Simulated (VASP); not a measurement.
# Zn12H (a cell with a defect) in VASP: a series of runs

The runs below take Zn12H (a cell with a defect) through single point, with PBE.

Program: VASP 6.6.1. These are calculated values, not measurements. Logs are shortened: lines on timing, memory, paths and dates and some standing lists are left out, and cuts for length are marked.

### 1 The cell of the first run

The cell holds a defect, 13 atoms: a = 5.320 Å, b = 7.980 Å, c = 4.937 Å, α = 90.00°, β = 90.00°, γ = 120.00°.

### 2 Single point, PBE

File INCAR:

```
  PREC = Accurate
  ENCUT = 520
  EDIFF = 1E-6
  ISMEAR = 0
  SIGMA = 0.15
  LREAL = F
  LASPH = T
  NELM = 60
  ALGO = Normal
  ISIF = 2
  LWAVE = F
  LCHARG = T
  GGA = PE
  LELF = T
  LVHAR = T
  NBANDS = 84
```

File KPOINTS:

```
Automatic mesh
0
Gamma
  5 3 4
```

File POSCAR:

```
Zn12H
1.0
    5.3200000000      0.0000000000      0.0000000000
   -3.9900000000      6.9108830000      0.0000000000
    0.0000000000      0.0000000000      4.9369600000
Zn H
12 1
Direct
   -0.0146621031      0.0050277222      0.0057689347
    0.1272813552      0.2154783983      0.4838532214
   -0.0126443860      0.3423037259      0.0106595962
    0.1549186573      0.5626171070      0.5189539717
   -0.0106901625      0.6758742696      0.0070687225
    0.1611653045      0.9002399549      0.5201216943
    0.4872635696      0.0078554361      0.0174785698
    0.6636134172      0.2221597443      0.5062767371
    0.4873025889      0.3405001937      0.0265764762
    0.6755348984      0.5866086866      0.4820997132
    0.4843407716      0.6733049887      0.0103895920
    0.6443217628      0.8911761348      0.5240911411
    0.4862419846      0.3489063554      0.6313413518
```

Potentials or basis: VASP PAW PBE potentials, release 64 (Zn, H).

Command:

```console
$ cat potpaw_PBE.64/Zn/POTCAR potpaw_PBE.64/H/POTCAR > POTCAR
$ mpirun -np 1 vasp_std > vasp.out
```

OUTCAR:

```text
PREC = Accurate
   ENCUT = 520
   EDIFF = 1E-6
   ISMEAR = 0
   LREAL = F
   LASPH = T
   NELM = 60
   ISIF = 2
   GGA = PE

 ion  position               nearest neighbor table
   1  0.985  0.005  0.006-   5 2.64  11 2.66   7 2.66   7 2.66   9 2.68   3 2.69   2 2.77   6 2.85
                            12 2.85   2 2.96   6 2.97  12 3.00
   2  0.127  0.215  0.484-  13 1.81   8 2.50  12 2.59   6 2.62   4 2.71   1 2.77   3 2.79   9 2.80
                             8 2.83  10 2.94   1 2.96   3 3.02
   3  0.987  0.342  0.011-  11 2.64   9 2.65   5 2.66   7 2.66   9 2.67   1 2.69   2 2.79   4 2.87
                             8 2.87   8 2.90   4 2.94   2 3.02
   4  0.155  0.563  0.519-  12 2.61  10 2.66   8 2.67   6 2.68  10 2.69   2 2.71  11 2.86   5 2.86
                             3 2.87  11 2.93   3 2.94   5 2.96
   5  0.989  0.676  0.007-   1 2.64  11 2.64   7 2.65   3 2.66   9 2.68  11 2.68  10 2.76   6 2.86
                             4 2.86   4 2.96   6 2.97  10 2.97
   6  0.161  0.900  0.520-  10 2.55  12 2.61   2 2.62   8 2.62   4 2.68  12 2.71   1 2.85   5 2.86
                             7 2.88   7 2.90   1 2.97   5 2.97
   7  0.487  0.008  0.017-   5 2.65   9 2.65   1 2.66   1 2.66  11 2.66   3 2.66   8 2.83  12 2.88
                             6 2.88   6 2.90   8 2.93  12 2.93
   8  0.664  0.222  0.506-  13 1.80   2 2.50  12 2.59   6 2.62   4 2.67   2 2.83   7 2.83   3 2.87
                             9 2.88  10 2.88   3 2.90   7 2.93   9 3.04
   9  0.487  0.341  0.027-  13 1.95   3 2.65   7 2.65  11 2.66   3 2.67   5 2.68   1 2.68   2 2.80
                            10 2.82   8 2.88   8 3.04
  10  0.676  0.587  0.482-  13 1.80  12 2.53   6 2.55   4 2.66   4 2.69   5 2.76  11 2.76   9 2.82
                             8 2.88   2 2.94   5 2.97  11 3.00
  11  0.484  0.673  0.010-   3 2.64   5 2.64   1 2.66   7 2.66   9 2.66   5 2.68  10 2.76  12 2.83
                             4 2.86   4 2.93  12 2.95  10 3.00
  12  0.644  0.891  0.524-  10 2.53   2 2.59   8 2.59   6 2.61   4 2.61   6 2.71  11 2.83   1 2.85
                             7 2.88   7 2.93  11 2.95   1 3.00
  13  0.486  0.349  0.631-  10 1.80   8 1.80   2 1.81   9 1.95

  LATTYP: Found a simple monoclinic cell.
 ALAT       =     5.3200000000
 B/A-ratio  =     0.9280000000
 C/A-ratio  =     1.3228757068
 COS(beta)  =    -0.1889822292

  Lattice vectors:

 A1 = (   5.3200000000,   0.0000000000,   0.0000000000)
 A2 = (   0.0000000000,   0.0000000000,   4.9369600000)
 A3 = (  -1.3300000000,  -6.9108830000,   0.0000000000)

Analysis of symmetry for initial positions (statically):
=====================================================================
 Subroutine PRICEL returns:
 Original cell was already a primitive cell.

 Routine SETGRP: Setting up the symmetry group for a
[... 154 lines left out ...]
   NUPDOWN=      -1.0000    fix difference up-down
   EMIN   =  10.00;   EMAX   =-10.00  energy-range for DOS
   EFERMI =   0.00;   METHOD = LEGACY
   ISMEAR =     0;   SIGMA  =   0.15  broadening in eV -4-tet -1-fermi 0-gaus
   EFERMI_NEDOS =   21; number of points for ismear=-14 and -15
   IALGO  =     38    algorithm
   IMIX   =      4    mixing-type and parameters
     AMIX     =   0.40;   BMIX     =  1.00
     AMIX_MAG =   1.60;   BMIX_MAG =  1.00
  volume/ion in A,a.u.               =      13.96        94.22
  Fermi-wavevector in a.u.,A,eV,Ry     =   1.519017  2.870525 31.394246  2.307412
  Thomas-Fermi vector in A             =   2.628059
   LORBIT       =      0    0 simple, 1 ext, 2 COOP (PROOUT), +10 PAW based schemes
   GGA     = PE    functional components
   LHFCALC =     F    Hartree Fock is set to
   AEXX    =    0.0000 exact exchange contribution
   IVDW    =     0    specifies the selected vdW correction
   LEPSILON=     F    determine dielectric tensor
   LRPA    =     F    only Hartree local field effects (RPA)
 non-spin polarized calculation
 Gauss-broadening in eV      SIGMA  =   0.15
  energy-cutoff  :      520.00
  volume of cell :      181.51
 maximum number of plane-waves:      4908
   NGX = 19   NGY = 29   NGZ = 19

 number of electron     144.9999981 magnetization

 Free energy of the ion-electron system (eV)
  ---------------------------------------------------
  ext. energy  EPLUGINS =         0.00000000
  ---------------------------------------------------
  free energy    TOTEN  =       -15.50899196 eV

  energy without entropy =      -15.46987905  energy(sigma->0) =      -15.48943550

 E-fermi :   3.4162     XC(G=0): -11.6414

 val. band max:        3.4033202616   @ k =   0.0000   0.3333   0.2500
 cond. band min:       3.4384031205   @ k =   0.2000   0.3333   0.5000
 fundamental gap:      0.0350828590
 Fermi energy:         3.4161991018

 k-point     1 :       0.0000    0.0000    0.0000
  band No.  band energies     occupation
      1      -7.6687      2.00000
      2      -5.9396      2.00000
      3      -5.3830      2.00000
      4      -5.2745      2.00000
      5      -5.1759      2.00000
      6      -5.1432      2.00000
[... 2077 lines left out ...]
     83       8.1444      0.00000
     84       8.1677      0.00000

 [... further k-points ...]
[... 5 lines left out ...]
  --------------------------------------------------------------------------------------
  -------------------------------------------------------------------------------------
  Total        3.4975512      5.3736601      2.5519667      0.4687784     -0.0295568     -0.0805015
  in kB       30.8723636     47.4324975     22.5258297      4.1378369     -0.2608938     -0.7105745
  external PRESSURE =      33.6102303 kB  Pullay stress =       0.0000000 kB

 VOLUME and BASIS-vectors are now :
 -----------------------------------------------------------------------------
  energy-cutoff  :      520.00
  volume of cell :      181.51
      direct lattice vectors                 reciprocal lattice vectors
     5.320000000  0.000000000  0.000000000     0.187969925  0.108524482  0.000000000
    -3.990000000  6.910883000  0.000000000     0.000000000  0.144699310  0.000000000
     0.000000000  0.000000000  4.936960000     0.000000000  0.000000000  0.202553798

 POSITION                                       TOTAL-FORCE (eV/Angst)
 -----------------------------------------------------------------------------------
      5.22194      0.03475      0.02848        -0.008973      0.003379      0.000145
     -0.18262      1.48915      2.38876        -0.013216     -0.004713      0.002111
      3.88694      2.36562      0.05263         0.002846     -0.003638     -0.003431
     -1.42068      3.88818      2.56206         0.002224      0.003130     -0.001539
      2.56639      4.67089      0.03490         0.004752      0.000060     -0.002600
     -2.73456      6.22145      2.56782         0.005050      0.006089     -0.001329
      2.56090      0.05429      0.08629         0.001903     -0.001791     -0.002711
      2.64401      1.53532      2.49947         0.015898     -0.008587     -0.003435
      1.23385      2.35316      0.13121        -0.000259     -0.006843     -0.008009
      1.25328      4.05398      2.38011        -0.002095      0.008201      0.001034
     -0.10979      4.65313      0.05129         0.001132      0.007253     -0.000844
     -0.12800      6.15881      2.58742        -0.008627     -0.004170      0.002484
      1.19467      2.41125      3.11691        -0.000636      0.001629      0.018123
 -----------------------------------------------------------------------------------
    total drift:                               -0.000669     -0.000572      0.001309

  FREE ENERGIE OF THE ION-ELECTRON SYSTEM (eV)
  ---------------------------------------------------
  free  energy   TOTEN  =       -15.5089919593 eV

  energy  without entropy=      -15.4698790500  energy(sigma->0) =      -15.48943550
```

It took 8.5 min on 1 thread of Intel Xeon Platinum 8375C at 2.90GHz (Ice Lake), shared host; peak memory 0.49 GiB.

Results:

```
Free energy            : -15.5090 eV
Pressure               : 3.4 GPa
Largest force          : 0.018 eV/Å
Band gap on the k mesh : zero (an odd number of electrons rules out a gap without spin polarisation)
```

Forces on the atoms (eV/Å):
```
Zn  -0.009  0.003  0.000
Zn  -0.013 -0.005  0.002
Zn   0.003 -0.004 -0.003
Zn   0.002  0.003 -0.002
Zn   0.005  0.000 -0.003
Zn   0.005  0.006 -0.001
Zn   0.002 -0.002 -0.003
Zn   0.016 -0.009 -0.003
Zn   0.000 -0.007 -0.008
Zn  -0.002  0.008  0.001
Zn   0.001  0.007 -0.001
Zn  -0.009 -0.004  0.002
H   -0.001  0.002  0.018
```

### 3 Single point, PBE

File INCAR:

```
  PREC = Accurate
  ENCUT = 520
  EDIFF = 1E-6
  ISMEAR = 0
  SIGMA = 0.15
  LREAL = False
  LASPH = True
  NELM = 60
  ALGO = Normal
  ISIF = 2
  LWAVE = False
  LCHARG = False
  GGA = PE
  NBANDS = 84
```

File KPOINTS:

```
regular mesh
0
Gamma
  5 3 4
```

File POSCAR:

```
Zn12H
1.0
    5.3200000000      0.0000000000      0.0000000000
   -3.9900000000      6.9108830000      0.0000000000
    0.0000000000      0.0000000000      4.9369600000
Zn H
12 1
Direct
    0.0018111483      0.0003391752      0.0059757422
    0.1568559444      0.2114420111      0.5009821834
   -0.0070187031      0.3282129071     -0.0338621338
    0.1594870846      0.5617033308      0.5206983650
    0.0013064659      0.6644434582      0.0287134188
    0.1732307352      0.8934700530      0.4984233212
    0.4990980856     -0.0021862619      0.0070103870
    0.6641388562      0.2207751166      0.4806492254
    0.5039343336      0.3315748509     -0.0390728302
    0.6810331343      0.5636263846      0.5016730944
    0.5081246552      0.6719080615     -0.0407072368
    0.6646762160      0.8901073857      0.4929381644
    0.3213193165      0.4425881613      0.3344163210
```

Potentials or basis: VASP PAW PBE potentials, release 64 (Zn, H).

Command:

```console
$ cat potpaw_PBE.64/Zn/POTCAR potpaw_PBE.64/H/POTCAR > POTCAR
$ mpirun -np 1 vasp_std > vasp.out
```

Run time: 13 min. Hardware: 1 thread of AMD EPYC 7R13 (Zen 3), shared host; peak memory 0.46 GiB.

Results (log left out):

```
Free energy            : -15.3795 eV
Pressure               : 3.2 GPa
Largest force          : 0.021 eV/Å
Band gap on the k mesh : zero (an odd number of electrons rules out a gap without spin polarisation)
```

Forces in eV/Å, atoms in the order of the input:
```
Zn   0.005  0.005 -0.010
Zn   0.004 -0.012  0.005
Zn   0.009  0.012 -0.001
Zn  -0.012 -0.012  0.003
Zn   0.003  0.009  0.002
Zn   0.001 -0.007 -0.001
Zn  -0.004 -0.001  0.004
Zn   0.000 -0.001  0.007
Zn  -0.004  0.002  0.000
Zn  -0.007 -0.006 -0.005
Zn  -0.006  0.001  0.019
Zn  -0.003  0.006 -0.011
H    0.013  0.003 -0.013
```

Stress tensor (GPa, compression positive):
```
 2.89  1.12 -0.04
 1.12  3.46  0.12
-0.04  0.12  3.34
```

Levels at points of the mesh, in eV from the Fermi level:
| k point | band 68 | band 69 | band 70 | band 71 | band 72 | band 73 | band 74 | band 75 | band 76 | band 77 |
| --- | --- | --- | --- | --- | --- | --- | --- | --- | --- | --- |
| (0.00, 0.00, 0.00) | -3.15 | -2.37 | -1.31 | -0.95 | -0.27 | 0.06 | 0.32 | 0.41 | 1.43 | 1.73 |
| (0.00, 0.00, 0.50) | -2.87 | -2.81 | -2.70 | -2.27 | -2.03 | -0.43 | -0.04 | 1.65 | 2.20 | 2.37 |

### 4 Single point, PBE

File INCAR:

```
SYSTEM = Zn12H
PREC     = Accurate       ! precision mode
ENCUT    = 520            ! plane-wave cutoff, eV
EDIFF    = 1E-6           ! SCF threshold, eV
ISMEAR   = 0              ! smearing method
SIGMA    = 0.15           ! smearing width, eV
LREAL    = .FALSE.        ! projectors in reciprocal space
LASPH    = .TRUE.         ! aspherical terms in the spheres
NELM     = 60             ! most SCF steps
ALGO     = Normal         ! electronic algorithm
ISIF     = 2              ! what is computed and relaxed
LWAVE    = .FALSE.        ! write WAVECAR
LCHARG   = .FALSE.        ! write CHGCAR
GGA      = PE             ! functional
NBANDS   = 84             ! bands
```

File KPOINTS:

```
regular mesh
0
G
  5 3 4
  0 0 0
```

File POSCAR:

```
Zn12H
1.0
    5.3200000000      0.0000000000      0.0000000000
   -3.9900000000      6.9108830000      0.0000000000
    0.0000000000      0.0000000000      4.9369600000
Zn H
12 1
Direct
   -0.0135885866      0.0068490524      0.0044827181
    0.1213149855      0.2144848929      0.5003601407
   -0.0110097609      0.3433245795      0.0146940627
    0.1531106763      0.5618623554      0.5102153957
   -0.0121409424      0.6755110743      0.0120564072
    0.1609914590      0.9013953789      0.5089018343
    0.4851759673      0.0073063022      0.0201869166
    0.6627649316      0.2191171519      0.5523672462
    0.4854969641      0.3422718920      0.0049506174
    0.6778963050      0.5910482061      0.5217494166
    0.4853482650      0.6736891653      0.0083674974
    0.6402240613      0.8907453650      0.5018614694
    0.4964064294      0.3464311290      0.4222055678
```

Command:

```console
$ cat potpaw_PBE.64/Zn/POTCAR potpaw_PBE.64/H/POTCAR > POTCAR
$ mpirun -np 1 vasp_std > vasp.out
```

Run time: 10 min. Hardware: 1 thread of Intel Xeon Platinum 8175M at 2.50GHz (Skylake/Cascade Lake), shared host; peak memory 0.49 GiB.

The run converged. Its results:

- Free energy: -15.4958 eV
- Pressure: 3.6 GPa
- Largest force: 0.087 eV/Å
- Band gap on the k mesh: zero (an odd number of electrons rules out a gap without spin polarisation)

Forces on the atoms (eV/Å):
```
Zn   0.000 -0.004  0.013
Zn  -0.006  0.000  0.024
Zn  -0.002  0.001 -0.002
Zn   0.000  0.001 -0.001
Zn   0.002  0.000  0.022
Zn   0.000 -0.003  0.005
Zn   0.003  0.001 -0.004
Zn   0.010 -0.010  0.011
Zn   0.003 -0.001 -0.001
Zn  -0.002 -0.003  0.034
Zn  -0.002  0.001 -0.009
Zn   0.005  0.007 -0.007
H   -0.011  0.009 -0.086
```

Stress tensor (GPa, compression positive):
```
 3.34  0.30 -0.04
 0.30  5.30  0.06
-0.04  0.06  2.07
```

Levels at points of the mesh, in eV from the Fermi level:
```tsv
k point	band 69	band 70	band 71	band 72	band 73	band 74	band 75	band 76
(0.00, 0.00, 0.00)	-2.65	-1.53	-1.03	-0.21	0.04	0.20	0.30	1.55
(0.00, 0.00, 0.50)	-2.82	-2.77	-2.39	-2.06	-0.33	-0.13	1.71	2.11
```

### 5 Summary

```csv
cell,gap on the mesh (eV),pressure (GPa),largest force (eV/Å)
"as given, atomic positions A",none,3.4,0.02
"as given, atomic positions B",none,3.2,0.02
"as given, atomic positions C",none,3.6,0.09
```

Alike in all rows: task single point; level PBE; potentials or basis VASP PAW PBE potentials, release 64 (Zn, H); no spin polarisation; k mesh 5 × 3 × 4; cutoff (eV) 520; smearing gaussian 0.15 eV.

Absolute energies hang on the potentials; compare differences alone.
